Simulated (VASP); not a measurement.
Write the native input for VASP 6.6.1 that does the following.

```
Task                   : single point
Functional             : PBE
Potentials or basis    : VASP PAW PBE potentials, release 64 (B, Bi_d)
Cutoff                 : 520 eV
k mesh                 : 6 × 6 × 6, shifted
Occupations            : fermi-dirac, width 0.02 eV
Spin                   : no spin polarisation
Dipole correction      : no
Further INCAR settings : ALGO = Normal; EDIFF = 1e-07; NBANDS = 16; ISYM = 0
```

The structure of BiB lies in POSCAR:

```
BiB
1.0
    0.0000000000      2.6268329169      2.6268329169
    2.6268329169      0.0000000000      2.6268329169
    2.6268329169      2.6268329169      0.0000000000
B Bi
1 1
Direct
    0.0000000000      0.0000000000      0.0000000000
    0.5000000000      0.5000000000      0.5000000000
```

The input as run:

INCAR

```
SYSTEM = BiB
PREC     = Accurate       ! precision mode
ENCUT    = 520            ! plane-wave cutoff, eV
EDIFF    = 1E-7           ! SCF threshold, eV
ISMEAR   = -1             ! smearing method
SIGMA    = 0.02           ! smearing width, eV
LREAL    = .False.        ! projectors in reciprocal space
LASPH    = .True.         ! aspherical terms in the spheres
NELM     = 100            ! most SCF steps
ALGO     = Normal         ! electronic algorithm
ISIF     = 2              ! what is computed and relaxed
LWAVE    = .False.        ! write WAVECAR
LCHARG   = .False.        ! write CHGCAR
GGA      = PE             ! functional
NBANDS   = 16             ! bands
ISYM     = 0
```

KPOINTS

```
Automatic mesh
0
Gamma
  6 6 6
  0 0 0.5
```

Potentials or basis: VASP PAW PBE potentials, release 64 (B, Bi_d).

Command:

```bash
$ cat potpaw_PBE.64/B/POTCAR potpaw_PBE.64/Bi_d/POTCAR > POTCAR
$ mpirun -np 1 vasp_std > vasp.out
```

It gave:

```
Pressure               : 1.1 GPa
Band gap on the k mesh : zero (bands 9 and 10 overlap by 3.41 eV)
```

Caveat: the structure was generated, so it needn't be the stable form of BiB; spin-orbit coupling is left out, which moves the levels of the heavy elements.

Wall time 7.1 min on 1 thread of AMD EPYC 7R13 (shared host), peak memory 0.32 GiB.
